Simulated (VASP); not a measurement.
# Mg2Sn (Fm-3m) in VASP: single point with PBE

Aim: the single point of Mg2Sn with PBE.

Program: VASP 6.6.1. These are calculated values, not measurements. Logs are shortened: lines on timing, memory, paths and dates and some standing lists are left out, and cuts for length are marked.

## (1) The cell of the first run

The structure is cubic, space group Fm-3m (No. 225). The conventional cell has a = 6.759 Å, b = 6.759 Å, c = 6.759 Å, α = 90.00°, β = 90.00°, γ = 90.00°. Within 3.9 Å of Mg (site symmetry -43m) lie 4 Sn at 2.93 Å and 6 Mg at 3.38 Å. Within 3.9 Å of Sn (site symmetry m-3m) lie 8 Mg at 2.93 Å.

## (2) Single point, PBE

Contents of INCAR:

```
SYSTEM = Mg2Sn
PREC = Accurate ; ENCUT = 600
EDIFF = 1E-6 ; ISMEAR = -1
SIGMA = 0.08 ; LREAL = .False.
LASPH = .True. ; NELM = 120
ALGO = Normal ; ISIF = 2
LWAVE = .False. ; LCHARG = .False.
GGA = PE ; NBANDS = 16
GGA_COMPAT = .False.
```

Contents of KPOINTS:

```
Automatic mesh
0
Gamma
  11 11 11
  0 0 0
```

Contents of POSCAR:

```
Mg2Sn
1.0
    0.0000000000      3.3795000000      3.3795000000
    3.3795000000      0.0000000000      3.3795000000
    3.3795000000      3.3795000000      0.0000000000
Mg Sn
2 1
Direct
    0.2500000000      0.2500000000      0.2500000000
    0.7500000000      0.7500000000      0.7500000000
    0.0000000000      0.0000000000      0.0000000000
```

Potentials or basis: VASP PAW PBE potentials, release 64 (Mg, Sn_d).

Started as:

```sh
$ cat potpaw_PBE.64/Mg/POTCAR potpaw_PBE.64/Sn_d/POTCAR > POTCAR
$ mpirun -np 1 vasp_std > vasp.out
```

OUTCAR:

```text
SYSTEM = Mg2Sn
   PREC = Accurate
   ENCUT = 600
   EDIFF = 1E-6
   ISMEAR = -1
   LREAL = .False.
   LASPH = .True.
   NELM = 120
   ISIF = 2
   GGA = PE

 ion  position               nearest neighbor table
   1  0.250  0.250  0.250-   3 2.93   3 2.93   3 2.93   3 2.93   2 3.38   2 3.38   2 3.38   2 3.38
                             2 3.38   2 3.38
   2  0.750  0.750  0.750-   3 2.93   3 2.93   3 2.93   3 2.93   1 3.38   1 3.38   1 3.38   1 3.38
                             1 3.38   1 3.38
   3  0.000  0.000  0.000-   2 2.93   2 2.93   2 2.93   1 2.93   2 2.93   1 2.93   1 2.93   1 2.93

  LATTYP: Found a face centered cubic cell.
 ALAT       =     6.7590000000

  Lattice vectors:

 A1 = (   0.0000000000,   3.3795000000,   3.3795000000)
 A2 = (   3.3795000000,   0.0000000000,   3.3795000000)
 A3 = (   3.3795000000,   3.3795000000,   0.0000000000)

Analysis of symmetry for initial positions (statically):
[... 33 lines left out ...]
                                     Primitive cell

  volume of cell :      77.1947

  direct lattice vectors                    reciprocal lattice vectors
     0.000000000  3.379500000  3.379500000    -0.147950880  0.147950880  0.147950880
     3.379500000  0.000000000  3.379500000     0.147950880 -0.147950880  0.147950880
     3.379500000  3.379500000  0.000000000     0.147950880  0.147950880 -0.147950880

  length of vectors
     4.779334734  4.779334734  4.779334734     0.256258442  0.256258442  0.256258442

  position of ions in fractional coordinates (direct lattice)
     0.250000000  0.250000000  0.250000000
     0.750000000  0.750000000  0.750000000
     0.000000000  0.000000000  0.000000000

  ion indices of the primitive-cell ions
   primitive index   ion index
                 1           1
                 2           2
                 3           3

----------------------------------------------------------------------------------------

 KPOINTS: Automatic mesh

Automatic generation of k-mesh.
 Grid dimensions read from file:
 generate k-points for:   11   11   11

 Generating k-lattice:

  Cartesian coordinates                     Fractional coordinates (reciprocal lattice)
    -0.013450080  0.013450080  0.013450080     0.090909091  0.000000000  0.000000000
     0.013450080 -0.013450080  0.013450080     0.000000000  0.090909091  0.000000000
     0.013450080  0.013450080 -0.013450080     0.000000000  0.000000000  0.090909091

  Length of vectors
     0.023296222  0.023296222  0.023296222

  Shift w.r.t. Gamma in fractional coordinates (k-lattice)
     0.000000000  0.000000000  0.000000000

 Subroutine IBZKPT returns following result:
 ===========================================

 Found     56 irreducible k-points:

 Following reciprocal coordinates:
            Coordinates               Weight
  0.000000  0.000000  0.000000      1.000000
  0.090909  0.000000  0.000000      8.000000
  0.181818  0.000000  0.000000      8.000000
  0.272727  0.000000  0.000000      8.000000
  0.363636  0.000000  0.000000      8.000000
  0.454545  0.000000  0.000000      8.000000
[... 16 lines left out ...]
 -0.272727  0.181818  0.000000     24.000000
 -0.181818  0.181818  0.000000     12.000000
 [... further k-points ...]
   k-points           NKPTS =     56   k-points in BZ     NKDIM =     56   number of bands    NBANDS=     16
   number of dos      NEDOS =    301   number of ions     NIONS =      3
   total plane-waves  NPLWV =  64000
   dimension x,y,z NGX =    40 NGY =   40 NGZ =   40
   dimension x,y,z NGXF=    80 NGYF=   80 NGZF=   80
   ions per type =               2   1
   NGX,Y,Z   is equivalent  to a cutoff of  13.91, 13.91, 13.91 a.u.
   NGXF,Y,Z  is equivalent  to a cutoff of  27.83, 27.83, 27.83 a.u.
 SYSTEM =  Mg2Sn
   PREC   = accura    normal or accurate (medium, high low for compatibility)
   ISTART =      0    job   : 0-new  1-cont  2-samecut
   ICHARG =      2    charge: 1-file 2-atom 10-const
   ISPIN  =      1    spin polarized calculation?
   LNONCOLLINEAR =      F non collinear calculations
   LSORBIT =      F    spin-orbit coupling
   LASPH  =      T    aspherical Exc in radial PAW
   ENCUT  =  600.0 eV  44.10 Ry    6.64 a.u.   9.55  9.55  9.55*2*pi/ulx,y,z
   NELM   =    120;   NELMIN=  2; NELMDL= -5     # of ELM steps
   EDIFF  = 0.1E-05   stopping-criterion for ELM
   LREAL  =      F    real-space projection
   EDIFFG = 0.1E-04   stopping-criterion for IOM
   NSW    =      0    number of steps for IOM
   IBRION =     -1    ionic relax: 0-MD 1-quasi-New 2-CG
   NFREE  =      0    steps in history (QN), initial steepest desc. (CG)
   ISIF   =      2    stress and relaxation
   ISYM   =      2    0-nonsym 1-usesym 2-fastsym
   POTIM  = 0.5000    time-step for ionic-motion
   TEBEG  =    0.0;   TEEND  =   0.0 temperature during run
   PSTRESS=    0.0 pullay stress
   NELECT =      18.0000    total number of electrons
   NUPDOWN=      -1.0000    fix difference up-down
   EMIN   =  10.00;   EMAX   =-10.00  energy-range for DOS
   EFERMI =   0.00;   METHOD = LEGACY
   ISMEAR =    -1;   SIGMA  =   0.08  broadening in eV -4-tet -1-fermi 0-gaus
   EFERMI_NEDOS =   21; number of points for ismear=-14 and -15
   IALGO  =     38    algorithm
   IMIX   =      4    mixing-type and parameters
     AMIX     =   0.40;   BMIX     =  1.00
     AMIX_MAG =   1.60;   BMIX_MAG =  1.00
  volume/ion in A,a.u.               =      25.73       173.65
  Fermi-wavevector in a.u.,A,eV,Ry     =   1.007635  1.904154 13.814378  1.015328
  Thomas-Fermi vector in A             =   2.140452
   LORBIT       =      0    0 simple, 1 ext, 2 COOP (PROOUT), +10 PAW based schemes
   GGA     = PE    functional components
   LHFCALC =     F    Hartree Fock is set to
   AEXX    =    0.0000 exact exchange contribution
   IVDW    =     0    specifies the selected vdW correction
   LEPSILON=     F    determine dielectric tensor
   LRPA    =     F    only Hartree local field effects (RPA)
 non-spin polarized calculation
  energy-cutoff  :      600.00
  volume of cell :       77.19
 maximum number of plane-waves:      2637
 NGX is ok and might be reduce to    40
   NGX = 19   NGY = 19   NGZ = 19

 number of electron      18.0000002 magnetization

 Free energy of the ion-electron system (eV)
  ---------------------------------------------------
  ext. energy  EPLUGINS =         0.00000000
  ---------------------------------------------------
  free energy    TOTEN  =        -7.43210502 eV

  energy without entropy =       -7.42536575  energy(sigma->0) =       -7.42873538

 E-fermi :   4.2541     XC(G=0):  -8.7643

 val. band max:        4.2175417182   @ k =  -0.0909   0.0909   0.0000
 cond. band min:       4.2845290763   @ k =   0.0000   0.0000   0.0000
 fundamental gap:      0.0669873580
 Fermi energy:         4.2541025708

 k-point     1 :       0.0000    0.0000    0.0000
  band No.  band energies     occupation
      1     -16.6927      2.00000
      2     -16.6927      2.00000
      3     -16.6927      2.00000
      4     -16.6539      2.00000
      5     -16.6539      2.00000
      6      -4.8294      2.00000
[... 8 lines left out ...]
     15       9.7389      0.00000
     16       9.7389      0.00000

 k-point     2 :       0.0909    0.0000    0.0000
  band No.  band energies     occupation
      1     -16.6926      2.00000
      2     -16.6924      2.00000
      3     -16.6924      2.00000
      4     -16.6539      2.00000
      5     -16.6539      2.00000
      6      -4.7620      2.00000
[... 8 lines left out ...]
     15       9.0822      0.00000
     16       9.0822      0.00000

 k-point     3 :       0.1818    0.0000    0.0000
  band No.  band energies     occupation
      1     -16.6924      2.00000
      2     -16.6917      2.00000
      3     -16.6917      2.00000
      4     -16.6538      2.00000
      5     -16.6538      2.00000
      6      -4.5652      2.00000
[... 8 lines left out ...]
     15       8.6625      0.00000
     16       9.1843      0.00000

 k-point     4 :       0.2727    0.0000    0.0000
  band No.  band energies     occupation
      1     -16.6922      2.00000
      2     -16.6907      2.00000
      3     -16.6907      2.00000
      4     -16.6536      2.00000
      5     -16.6536      2.00000
      6      -4.2587      2.00000
[... 8 lines left out ...]
     15       8.9648      0.00000
     16       9.0818      0.00000

 k-point     5 :       0.3636    0.0000    0.0000
  band No.  band energies     occupation
      1     -16.6921      2.00000
      2     -16.6899      2.00000
      3     -16.6899      2.00000
      4     -16.6534      2.00000
      5     -16.6534      2.00000
      6      -3.8957      2.00000
[... 8 lines left out ...]
     15       9.8247      0.00000
     16      10.2975      0.00000

 k-point     6 :       0.4545    0.0000    0.0000
  band No.  band energies     occupation
      1     -16.6920      2.00000
      2     -16.6894      2.00000
      3     -16.6894      2.00000
      4     -16.6533      2.00000
      5     -16.6533      2.00000
      6      -3.6099      2.00000
[... 8 lines left out ...]
     15      10.8774      0.00000
     16      11.4906      0.00000
[... 267 lines left out ...]
 k-point    21 :      -0.4545    0.1818    0.0000
  band No.  band energies     occupation
      1     -16.6918      2.00000
      2     -16.6895      2.00000
      3     -16.6884      2.00000
      4     -16.6539      2.00000
      5     -16.6528      2.00000
      6      -3.3973      2.00000
[... 8 lines left out ...]
     15      10.6228      0.00000
     16      11.0596      0.00000

 k-point    22 :      -0.3636    0.1818    0.0000
  band No.  band energies     occupation
      1     -16.6912      2.00000
      2     -16.6899      2.00000
      3     -16.6888      2.00000
      4     -16.6535      2.00000
      5     -16.6532      2.00000
      6      -3.5058      2.00000
[... 8 lines left out ...]
     15      10.1587      0.00000
     16      10.5346      0.00000

 k-point    23 :      -0.2727    0.1818    0.0000
  band No.  band energies     occupation
      1     -16.6915      2.00000
      2     -16.6900      2.00000
      3     -16.6897      2.00000
      4     -16.6537      2.00000
      5     -16.6533      2.00000
      6      -3.8189      2.00000
[... 8 lines left out ...]
     15      10.4710      0.00000
     16      11.6591      0.00000

 k-point    24 :      -0.1818    0.1818    0.0000
  band No.  band energies     occupation
      1     -16.6921      2.00000
      2     -16.6906      2.00000
      3     -16.6902      2.00000
      4     -16.6539      2.00000
      5     -16.6532      2.00000
      6      -4.1548      2.00000
[... 8 lines left out ...]
     15      10.5413      0.00000
     16      10.9450      0.00000

 [... further k-points ...]
[... 5 lines left out ...]
  --------------------------------------------------------------------------------------
  -------------------------------------------------------------------------------------
  Total        0.4762670      0.4762670      0.4762670      0.0000000     -0.0000000     -0.0000000
  in kB        9.8849322      9.8849322      9.8849322      0.0000000     -0.0000000     -0.0000000
  external PRESSURE =       9.8849322 kB  Pullay stress =       0.0000000 kB

 VOLUME and BASIS-vectors are now :
 -----------------------------------------------------------------------------
  energy-cutoff  :      600.00
  volume of cell :       77.19
      direct lattice vectors                 reciprocal lattice vectors
     0.000000000  3.379500000  3.379500000    -0.147950880  0.147950880  0.147950880
     3.379500000  0.000000000  3.379500000     0.147950880 -0.147950880  0.147950880
     3.379500000  3.379500000  0.000000000     0.147950880  0.147950880 -0.147950880

 POSITION                                       TOTAL-FORCE (eV/Angst)
 -----------------------------------------------------------------------------------
      1.68975      1.68975      1.68975         0.000000      0.000000      0.000000
      5.06925      5.06925      5.06925        -0.000000     -0.000000     -0.000000
      0.00000      0.00000      0.00000         0.000000     -0.000000      0.000000
 -----------------------------------------------------------------------------------
    total drift:                               -0.000000      0.000000     -0.000000

  FREE ENERGIE OF THE ION-ELECTRON SYSTEM (eV)
  ---------------------------------------------------
  free  energy   TOTEN  =        -7.4321050161 eV

  energy  without entropy=       -7.4253657468  energy(sigma->0) =       -7.42873538
```

Run time: 55 s. Hardware: 1 thread of Intel Xeon Platinum 8375C at 2.90GHz (Ice Lake), shared host; peak memory 0.29 GiB.

What came out:

```
Free energy            : -7.4321 eV
Pressure               : 1.0 GPa
Band gap on the k mesh : zero (band 9 reaches 4.28 eV, above the bottom of band 10 at 4.15 eV)
```

Caveat: spin-orbit coupling is left out, which moves the levels of the heavy elements.
